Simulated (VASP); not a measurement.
# TiB6 (P6/mmm) in VASP: notebook

TiB6 is run at these levels: PBE+D3(BJ); tasks: single point, relaxation of cell and atoms.

Program: VASP 6.6.1. These are calculated values, not measurements. Logs are shortened: lines on timing, memory, paths and dates and some standing lists are left out, and cuts for length are marked.

## 1. The cell of the first run

Symmetry: P6/mmm, No. 191, hexagonal system. Conventional cell: a = 4.702 Å, b = 4.702 Å, c = 3.998 Å, α = 90.00°, β = 90.00°, γ = 120.00°. Within 3.4 Å of Ti (site symmetry 6/mmm) lie 12 B at 2.54 Å. Within 2.1 Å of B (site symmetry m2m) lie 3 B at 1.57 Å.

## 2. Single point, PBE+D3(BJ)

Input file INCAR:

```
PREC = Accurate
ENCUT = 520
EDIFF = 1E-6
ISMEAR = 0
SIGMA = 0.1
LREAL = F
LASPH = T
NELM = 80
ALGO = Normal
ISIF = 2
LWAVE = F
LCHARG = F
GGA = PE
IVDW = 12
NBANDS = 24
```

Input file KPOINTS:

```
regular mesh
0
Gamma
  6 6 4
```

Input file POSCAR:

```
TiB6
1.0
    4.7017319800      0.0000000000      0.0000000000
   -2.3508659900      4.0718193400      0.0000000000
    0.0000000000      0.0000000000      3.9976724600
Ti B
1 6
Direct
    0.0000000000      0.0000000000      0.5000000000
    0.3333333300      0.3333333300      0.0000000000
    0.0000000000      0.6666666700      0.0000000000
    0.6666666700      0.0000000000      0.0000000000
    0.0000000000      0.3333333300      0.0000000000
    0.6666666700      0.6666666700      0.0000000000
    0.3333333300      0.0000000000      0.0000000000
```

Potentials or basis: VASP PAW PBE potentials, release 64 (Ti_sv, B).

Started as:

```sh
$ cat potpaw_PBE.64/Ti_sv/POTCAR potpaw_PBE.64/B/POTCAR > POTCAR
$ mpirun -np 1 vasp_std > vasp.out
```

OUTCAR:

```text
PREC = Accurate
   ENCUT = 520
   EDIFF = 1E-6
   ISMEAR = 0
   LREAL = F
   LASPH = T
   NELM = 80
   ISIF = 2
   GGA = PE
   IVDW = 12
 IVDW          = 12

 ion  position               nearest neighbor table
   1  0.000  0.000  0.500-   4 2.54   7 2.54   4 2.54   7 2.54   6 2.54   3 2.54   2 2.54   3 2.54
                             2 2.54   5 2.54   6 2.54   5 2.54
   2  0.333  0.333  0.000-   5 1.57   7 1.57   6 1.57   1 2.54   1 2.54
   3  0.000  0.667  0.000-   6 1.57   7 1.57   5 1.57   1 2.54   1 2.54
   4  0.667  0.000  0.000-   5 1.57   6 1.57   7 1.57   1 2.54   1 2.54
   5  0.000  0.333  0.000-   2 1.57   4 1.57   3 1.57   1 2.54   1 2.54
   6  0.667  0.667  0.000-   3 1.57   4 1.57   2 1.57   1 2.54   1 2.54
   7  0.333  0.000  0.000-   2 1.57   3 1.57   4 1.57   1 2.54   1 2.54

  LATTYP: Found a hexagonal cell.
 ALAT       =     4.7017319800
 C/A-ratio  =     0.8502552840

  Lattice vectors:

 A1 = (   4.7017319800,   0.0000000000,   0.0000000000)
 A2 = (  -2.3508659900,   4.0718193400,   0.0000000000)
 A3 = (   0.0000000000,   0.0000000000,   3.9976724600)

Analysis of symmetry for initial positions (statically):
=====================================================================
 Subroutine PRICEL returns:
 Original cell was already a primitive cell.

 Routine SETGRP: Setting up the symmetry group for a
 hexagonal supercell.

 Subroutine GETGRP returns: Found 24 space group operations
 (whereof 24 operations were pure point group operations)
 out of a pool of 24 trial point group operations.

The static configuration has the point symmetry D_6h.

Analysis of symmetry for dynamics (positions and initial velocities):
=====================================================================
 Subroutine PRICEL returns:
 Original cell was already a primitive cell.

 Routine SETGRP: Setting up the symmetry group for a
 hexagonal supercell.

 Subroutine GETGRP returns: Found 24 space group operations
 (whereof 24 operations were pure point group operations)
 out of a pool of 24 trial point group operations.

The dynamic configuration has the point symmetry D_6h.

 Subroutine INISYM returns: Found 24 space group operations
 (whereof 24 operations are pure point group operations),
 and found     1 'primitive' translations

----------------------------------------------------------------------------------------

                                     Primitive cell

  volume of cell :      76.5339

  direct lattice vectors                    reciprocal lattice vectors
     4.701731980  0.000000000  0.000000000     0.212687581  0.122795232  0.000000000
    -2.350865990  4.071819340  0.000000000     0.000000000  0.245590464  0.000000000
     0.000000000  0.000000000  3.997672460     0.000000000  0.000000000  0.250145556

  length of vectors
     4.701731980  4.701731983  3.997672460     0.245590464  0.245590464  0.250145556

  position of ions in fractional coordinates (direct lattice)
     0.000000000  0.000000000  0.500000000
     0.333333330  0.333333330  0.000000000
     1.000000000  0.666666670  0.000000000
     0.666666670  0.000000000  0.000000000
     1.000000000  0.333333330  0.000000000
     0.666666670  0.666666670  0.000000000
     0.333333330  0.000000000  0.000000000

  ion indices of the primitive-cell ions
   primitive index   ion index
                 1           1
                 2           2
                 3           3
                 4           4
                 5           5
                 6           6
                 7           7

----------------------------------------------------------------------------------------

 KPOINTS: regular mesh

Automatic generation of k-mesh.
 Grid dimensions read from file:
 generate k-points for:    6    6    4

 Generating k-lattice:

  Cartesian coordinates                     Fractional coordinates (reciprocal lattice)
     0.035447930  0.020465872  0.000000000     0.166666667 -0.000000000  0.000000000
     0.000000000  0.040931744  0.000000000     0.000000000  0.166666667  0.000000000
     0.000000000  0.000000000  0.062536389     0.000000000  0.000000000  0.250000000

  Length of vectors
     0.040931744  0.040931744  0.062536389

  Shift w.r.t. Gamma in fractional coordinates (k-lattice)
     0.000000000  0.000000000  0.000000000

 Subroutine IBZKPT returns following result:
 ===========================================

 Found     21 irreducible k-points:

 Following reciprocal coordinates:
            Coordinates               Weight
  0.000000  0.000000  0.000000      1.000000
  0.166667 -0.000000  0.000000      6.000000
  0.333333 -0.000000  0.000000      6.000000
  0.500000 -0.000000  0.000000      3.000000
  0.166667  0.166667  0.000000      6.000000
  0.333333  0.166667  0.000000     12.000000
[... 13 lines left out ...]
  0.333333  0.166667  0.500000     12.000000
  0.333333  0.333333  0.500000      2.000000
[... 81 lines left out ...]
      6      -2.2742      2.00000
[... 16 lines left out ...]
     23       9.9116      0.00000
     24       9.9116      0.00000

 k-point     2 :       0.1667   -0.0000    0.0000
  band No.  band energies     occupation
      1     -54.0707      2.00000
      2     -30.3469      2.00000
      3     -30.3466      2.00000
      4     -30.1365      2.00000
      5      -8.1516      2.00000
      6      -3.8419      2.00000
[... 16 lines left out ...]
     23       9.4466      0.00000
     24      10.1957      0.00000

 k-point     3 :       0.3333   -0.0000    0.0000
  band No.  band energies     occupation
      1     -54.0707      2.00000
      2     -30.3478      2.00000
      3     -30.3468      2.00000
      4     -30.1364      2.00000
      5      -7.6253      2.00000
      6      -5.3300      2.00000
[... 16 lines left out ...]
     23       8.6635      0.00000
     24      10.7464      0.00000

 k-point     4 :       0.5000   -0.0000    0.0000
  band No.  band energies     occupation
      1     -54.0707      2.00000
      2     -30.3482      2.00000
      3     -30.3469      2.00000
      4     -30.1363      2.00000
      5      -7.0341      2.00000
      6      -6.2509      2.00000
[... 16 lines left out ...]
     23       8.6670      0.00000
     24       9.9413      0.00000

 k-point     5 :       0.1667    0.1667    0.0000
  band No.  band energies     occupation
      1     -54.0707      2.00000
      2     -30.3475      2.00000
      3     -30.3469      2.00000
      4     -30.1364      2.00000
      5      -7.7963      2.00000
      6      -4.6838      2.00000
[... 16 lines left out ...]
     23       9.4455      0.00000
     24      10.4908      0.00000

 k-point     6 :       0.3333    0.1667    0.0000
  band No.  band energies     occupation
      1     -54.0707      2.00000
      2     -30.3480      2.00000
      3     -30.3472      2.00000
      4     -30.1363      2.00000
      5      -7.1484      2.00000
      6      -5.8170      2.00000
[... 16 lines left out ...]
     23       9.7088      0.00000
     24      10.2260      0.00000
[... 298 lines left out ...]
 k-point    18 :       0.5000   -0.0000    0.5000
  band No.  band energies     occupation
      1     -54.0700      2.00000
      2     -30.3464      2.00000
      3     -30.3452      2.00000
      4     -30.1565      2.00000
      5      -6.4354      2.00000
      6      -6.1427      2.00000
[... 16 lines left out ...]
     23      11.7381      0.00000
     24      12.9554      0.00000

 k-point    19 :       0.1667    0.1667    0.5000
  band No.  band energies     occupation
      1     -54.0700      2.00000
      2     -30.3457      2.00000
      3     -30.3451      2.00000
      4     -30.1566      2.00000
      5      -7.2983      2.00000
      6      -4.4962      2.00000
[... 16 lines left out ...]
     23       9.0838      0.00000
     24      13.2674      0.00000

 k-point    20 :       0.3333    0.1667    0.5000
  band No.  band energies     occupation
      1     -54.0700      2.00000
      2     -30.3462      2.00000
      3     -30.3454      2.00000
      4     -30.1565      2.00000
      5      -6.6463      2.00000
      6      -5.6142      2.00000
[... 16 lines left out ...]
     23      10.6568      0.00000
     24      12.8405      0.00000

 k-point    21 :       0.3333    0.3333    0.5000
  band No.  band energies     occupation
      1     -54.0700      2.00000
      2     -30.3460      2.00000
      3     -30.3460      2.00000
      4     -30.1565      2.00000
      5      -6.0855      2.00000
      6      -5.6163      2.00000
[... 16 lines left out ...]
     23      11.0013      0.00000
     24      11.0013      0.00000

------------------------ aborting loop because EDIFF is reached ----------------------------------------

 Edisp (eV)   -1.43125

 E8    (eV) :    -0.5374

  FORCE on cell =-STRESS in cart. coord.  units (eV):
  Direction    XX          YY          ZZ          XY          YZ          ZX
  --------------------------------------------------------------------------------------
  -------------------------------------------------------------------------------------
  Total      17.18737    17.18737   -11.09369    -0.00000     0.00000    -0.00000
  in kB     359.80432   359.80432  -232.23785    -0.00000     0.00000    -0.00000
  external pressure =      162.46 kB  Pullay stress =        0.00 kB

 VOLUME and BASIS-vectors are now :
 -----------------------------------------------------------------------------
  energy-cutoff  :      520.00
  volume of cell :       76.53
      direct lattice vectors                 reciprocal lattice vectors
     4.701731980  0.000000000  0.000000000     0.212687581  0.122795232  0.000000000
    -2.350865990  4.071819340  0.000000000     0.000000000  0.245590464  0.000000000
     0.000000000  0.000000000  3.997672460     0.000000000  0.000000000  0.250145556

 POSITION                                       TOTAL-FORCE (eV/Angst)
 -----------------------------------------------------------------------------------
      0.00000      0.00000      1.99884        -0.000000      0.000000      0.000000
      0.78362      1.35727      0.00000        -0.135543     -0.234768     -0.000000
     -1.56724      2.71455      0.00000        -0.135543      0.234768     -0.000000
      3.13449      0.00000      0.00000         0.271086      0.000000      0.000000
     -0.78362      1.35727      0.00000         0.135543     -0.234768      0.000000
      1.56724      2.71455      0.00000         0.135543      0.234768     -0.000000
      1.56724      0.00000      0.00000        -0.271086      0.000000      0.000000
 -----------------------------------------------------------------------------------
    total drift:                                0.000000      0.000000     -0.000000

  FREE ENERGIE OF THE ION-ELECTRON SYSTEM (eV)
  ---------------------------------------------------
  free  energy   TOTEN  =       -44.5935902321 eV

  energy  without entropy=      -44.5608229509  energy(sigma->0) =      -44.57720659
```

Wall time 88 s (1 thread of AMD EPYC 7R13, shared host); peak memory 0.17 GiB.

Results:

- Free energy: -44.5936 eV
- Pressure: 16.2 GPa
- Largest force: 0.271 eV/Å
- Band gap on the k mesh: zero (bands 15 and 16 overlap by 1.48 eV)
- Dispersion energy per atom: -0.204 eV

Forces in eV/Å, atoms in the order of the input:
```
Ti   0.000  0.000  0.000
B   -0.136 -0.235  0.000
B   -0.136  0.235  0.000
B    0.271  0.000  0.000
B    0.136 -0.235  0.000
B    0.136  0.235  0.000
B   -0.271  0.000  0.000
```

Stress tensor (GPa, compression positive):
```
 35.98   0.00   0.00
  0.00  35.98   0.00
  0.00   0.00 -23.22
```

Levels at points of the mesh, in eV from the Fermi level:
| k point | band 11 | band 12 | band 13 | band 14 | band 15 | band 16 | band 17 | band 18 | band 19 | band 20 |
| --- | --- | --- | --- | --- | --- | --- | --- | --- | --- | --- |
| (0.00, 0.00, 0.00) | -4.70 | -3.14 | -0.84 | -0.84 | 0.86 | 0.86 | 0.89 | 2.76 | 2.76 | 3.73 |
| (0.50, 0.00, 0.00) | -1.53 | -1.35 | -1.30 | -1.19 | -1.15 | -0.62 | 0.88 | 1.57 | 1.60 | 3.21 |
| (0.00, 0.00, 0.50) | -4.98 | -4.57 | -0.32 | -0.32 | 0.76 | 1.69 | 1.69 | 2.23 | 2.23 | 2.47 |
| (0.50, 0.00, 0.50) | -1.96 | -1.83 | -1.47 | -0.68 | -0.56 | -0.12 | -0.09 | 0.60 | 1.14 | 2.55 |

Caveat: the k points lie up to 0.39 Å⁻¹ apart, too coarse for converged energies and pressures of a metal.

## 3. Single point, PBE+D3(BJ)

This run uses another cell than the first one, of 9.05 Å³/atom.

Input file INCAR:

```
SYSTEM = TiB6
ALGO = Normal
EDIFF = 1E-6
ENCUT = 520
GGA = PE
ISIF = 2
ISMEAR = 0
IVDW = 12
LASPH = .TRUE.
LCHARG = .TRUE.
LELF = .TRUE.
LREAL = .FALSE.
LVHAR = .TRUE.
LWAVE = .FALSE.
NBANDS = 24
NELM = 60
PREC = Accurate
SIGMA = 0.1
```

Input file KPOINTS:

```
k-points
0
G
  6 6 6
  0 0 0
```

Input file POSCAR:

```
TiB6
1.0
    5.4040636626      0.0000000000      0.0000000000
   -2.7020318313      4.6800564155      0.0000000000
    0.0000000000      0.0000000000      2.5037047617
Ti B
1 6
Direct
    0.0000000000      0.0000000000      0.5000000000
    0.3474126103      0.3474126103      0.0000000000
    0.0000000000      0.6525873897      0.0000000000
    0.6525873897      0.0000000000      0.0000000000
    0.0000000000      0.3474126103      0.0000000000
    0.6525873897      0.6525873897      0.0000000000
    0.3474126103      0.0000000000      0.0000000000
```

Potentials or basis: VASP PAW PBE potentials, release 64 (Ti_sv, B).

Started as:

```sh
$ cat potpaw_PBE.64/Ti_sv/POTCAR potpaw_PBE.64/B/POTCAR > POTCAR
$ mpirun -np 1 vasp_std > vasp.out
```

It took 86 s on 1 thread of AMD EPYC 7R13, shared host; peak memory 0.18 GiB.

Results (log left out):

- Free energy: -47.5653 eV
- Pressure: -0.1 GPa
- Largest force: 0.003 eV/Å
- Band gap on the k mesh: zero (bands 15 and 16 overlap by 3.47 eV)
- Dispersion energy per atom: -0.250 eV

Forces in eV/Å, atoms in the order of the input:
```
Ti   0.000  0.000  0.000
B   -0.002 -0.003  0.000
B   -0.002  0.003  0.000
B    0.003  0.000  0.000
B    0.002 -0.003  0.000
B    0.002  0.003  0.000
B   -0.003  0.000  0.000
```

Stress tensor (GPa, compression positive):
```
-0.02  0.00  0.00
 0.00 -0.02  0.00
 0.00  0.00 -0.18
```

Levels at points of the mesh, in eV from the Fermi level:
```csv
k point,band 11,band 12,band 13,band 14,band 15,band 16,band 17,band 18
"(0.00, 0.00, 0.00)",-5.00,-1.66,-1.66,0.13,2.73,2.73,4.30,4.73
"(0.50, 0.00, 0.00)",-3.22,-2.47,-1.92,-0.31,1.26,2.29,2.60,3.49
"(0.00, 0.00, 0.50)",-2.81,-2.63,-2.33,-2.33,-0.43,-0.43,1.32,1.32
"(0.50, 0.00, 0.50)",-3.34,-2.63,-2.28,-1.32,-1.16,-0.54,-0.19,0.09
```

Caveat: the k points lie up to 0.42 Å⁻¹ apart, too coarse for converged energies and pressures of a metal.

## 4. Relaxation of cell and atoms, PBE+D3(BJ)

This run uses another cell than the first one, of 9.16 Å³/atom.

Input file INCAR:

```
SYSTEM = TiB6
  PREC = Accurate
  ENCUT = 600
  EDIFF = 1E-6
  ISMEAR = 0
  SIGMA = 0.1
  LREAL = .FALSE.
  LASPH = .TRUE.
  NELM = 80
  ALGO = Normal
  ISIF = 3
  LWAVE = .FALSE.
  LCHARG = .FALSE.
  GGA = PE
  IVDW = 12
  IBRION = 2
  NSW = 90
  EDIFFG = -0.04
```

Input file KPOINTS:

```
regular mesh
0
G
  6 6 6
  0 0 0
```

Input file POSCAR:

```
TiB6
1.0
    5.3661185852      0.0000000000      0.0000000000
   -2.6830592926      4.6471950145      0.0000000000
    0.0000000000      0.0000000000      2.5704175643
Ti B
1 6
Direct
    0.0000000000      0.0000000000      0.5000000000
    0.3462668816      0.3462668816      0.0000000000
    0.0000000000      0.6537331184      0.0000000000
    0.6537331184      0.0000000000      0.0000000000
    0.0000000000      0.3462668816      0.0000000000
    0.6537331184      0.6537331184      0.0000000000
    0.3462668816      0.0000000000      0.0000000000
```

Started as:

```sh
$ cat potpaw_PBE.64/Ti_sv/POTCAR potpaw_PBE.64/B/POTCAR > POTCAR
$ mpirun -np 1 vasp_std > vasp.out
```

Run time: 5.9 min. Hardware: 1 thread of AMD EPYC 7R13, shared host; peak memory 0.23 GiB.

It converged, with:

- Free energy: -47.5704 eV
- Relaxed volume: 9.05 Å³/atom
- Relaxed cell: a = 5.409 Å, b = 5.409 Å, c = 2.501 Å, α = 90.00°, β = 90.00°, γ = 120.00°
- Space group after relaxing (to 0.1 Å): P6/mmm (No. 191)
- Energy gained by relaxing: 4.4 meV/atom
- Ionic steps: 5
- Pressure after relaxing: -0.4 GPa
- Largest force after relaxing: 0.013 eV/Å
- Band gap on the k mesh: zero (bands 15 and 16 overlap by 3.49 eV)
- Dispersion energy per atom: -0.250 eV

Forces on the atoms (eV/Å):
```
Ti   0.000  0.000  0.000
B    0.007  0.011  0.000
B    0.007 -0.011  0.000
B   -0.013  0.000  0.000
B   -0.007  0.011  0.000
B   -0.007 -0.011  0.000
B    0.013  0.000  0.000
```

Stress tensor (GPa, compression positive):
```
-0.56  0.00  0.00
 0.00 -0.56  0.00
 0.00  0.00 -0.10
```

The path:
| step | energy change (eV) | largest force (eV/Å) | pressure (GPa) | volume (Å³) |
| --- | --- | --- | --- | --- |
| 1 | 0.0000 | 0.1163 | -0.18 | 64.10 |
| 2 | -0.0205 | 0.0608 | -1.02 | 64.00 |
| 3 | -0.0247 | 0.1800 | -1.51 | 63.92 |
| 4 | -0.0276 | 0.1470 | 0.43 | 62.98 |
| 5 | -0.0305 | 0.0132 | -0.40 | 63.37 |

Final structure:
```
Ti B
1.0
     5.40902    0.00000    0.00000
    -2.70451    4.68435    0.00000
     0.00000    0.00000    2.50101
Ti B
1 6
Direct
  0.00000 0.00000 0.50000
  0.34739 0.34739 0.00000
  0.00000 0.65261 0.00000
  0.65261 0.00000 0.00000
  0.00000 0.34739 0.00000
  0.65261 0.65261 0.00000
  0.34739 0.00000 0.00000
```

Levels at points of the mesh, in eV from the Fermi level:
```csv
k point,band 12,band 13,band 14,band 15,band 16,band 17
"(0.00, 0.00, 0.00)",-1.67,-1.67,0.12,2.75,2.75,4.33
"(0.50, 0.00, 0.00)",-2.48,-1.93,-0.32,1.25,2.31,2.62
"(0.00, 0.00, 0.50)",-2.61,-2.34,-2.34,-0.44,-0.44,1.32
"(0.50, 0.00, 0.50)",-2.62,-2.29,-1.33,-1.15,-0.54,-0.20
```

Caveat: the k points lie up to 0.42 Å⁻¹ apart in the final cell, too coarse for converged energies and pressures of a metal.

## 5. Summary

| task | cell | k mesh | cutoff (eV) | gap on the mesh (eV) | pressure (GPa) | largest force (eV/Å) |
| --- | --- | --- | --- | --- | --- | --- |
| single point | a = 4.702, b = 4.702, c = 3.998 Å, angles 90.0, 90.0, 120.0°, 7 atoms, atomic positions A | 6 × 6 × 4 | 520 | none | 16.2 | 0.27 |
| single point | a = 5.404, b = 5.404, c = 2.504 Å, angles 90.0, 90.0, 120.0°, 7 atoms, atomic positions B | 6 × 6 × 6 | 520 | none | -0.1 | - |
| relaxation of cell and atoms | relaxed from a = 5.366, b = 5.366, c = 2.570 Å, angles 90.0, 90.0, 120.0°, 7 atoms, atomic positions B | 6 × 6 × 6 | 600 | none | -0.4 | 0.01 |

Alike in all rows: level PBE+D3(BJ); potentials or basis VASP PAW PBE potentials, release 64 (Ti_sv, B); no spin polarisation; smearing gaussian 0.1 eV.

Caveats: all runs use coarse meshes.

Absolute energies hang on the potentials; compare differences alone.
